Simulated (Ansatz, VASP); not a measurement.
# One calculation of P, two programs

INCAR

```
ALGO = Normal ; EDIFF = 1E-6
ENCUT = 500 ; GGA = PS
GGA_COMPAT = False ; ISIF = 2
ISMEAR = 0 ; LASPH = True
LCHARG = True ; LELF = True
LREAL = False ; LVHAR = True
LWAVE = False ; NBANDS = 12
NELM = 120 ; PREC = Accurate
SIGMA = 0.1
```

Contents of KPOINTS:

```
k-points
0
Gamma
  6 6 2
```

The input POSCAR:

```
P
1.0
    3.8369229451      0.0000000000      0.0000000000
   -1.9184614726      3.3228727429      0.0000000000
    0.0000000000      0.0000000000      9.9993299231
P
2
Direct
    0.3333333333      0.6666666667      0.2500000000
    0.6666666667      0.3333333333      0.7500000000
```

Input for Ansatz:

```yaml
crystal:
  lattice:
    - [3.8369229451, 0.0, 0.0]
    - [-1.9184614726, 3.3228727429, 0.0]
    - [0.0, 0.0, 9.9993299231]
  atoms:
    - { symbol: P, position: [0.3333333333, 0.6666666667, 0.25] }
    - { symbol: P, position: [0.6666666667, 0.3333333333, 0.75] }
basis:
  ecutwfc: 420
kpoints:
  mp_grid: { grid: [6, 6, 2] }
hamiltonian:
  xc: pbesol
scf:
  occupations: { method: gaussian, width: 0.1 }
output:
  forces: true
  stress: true
  eigenvalues: true
```

Alike in both runs: task single point; functional PBEsol; k mesh 6 × 6 × 2; occupations gaussian, width 0.1 eV; no spin polarisation.

```csv
,VASP,Ansatz
version,VASP 6.6.1,Ansatz 0.2.0
potentials or method,"VASP PAW PBE potentials, release 64 (P), cutoff 500 eV","scalar-relativistic, plane waves, PAW"
valence electrons in the cell,10,10
```

```tsv
	VASP	Ansatz	Ansatz less VASP
gap on the k mesh at the Fermi level (eV)	none	none	-
pressure (GPa)	-6.0	-6.0	+0.01
traceless stress, the component that is largest in VASP (GPa)	5.45	5.45	-0.001
```

VASP's potentials were made for PBE, not for PBEsol. A gap of «none» marks a metal or a gap that the smearing closes.
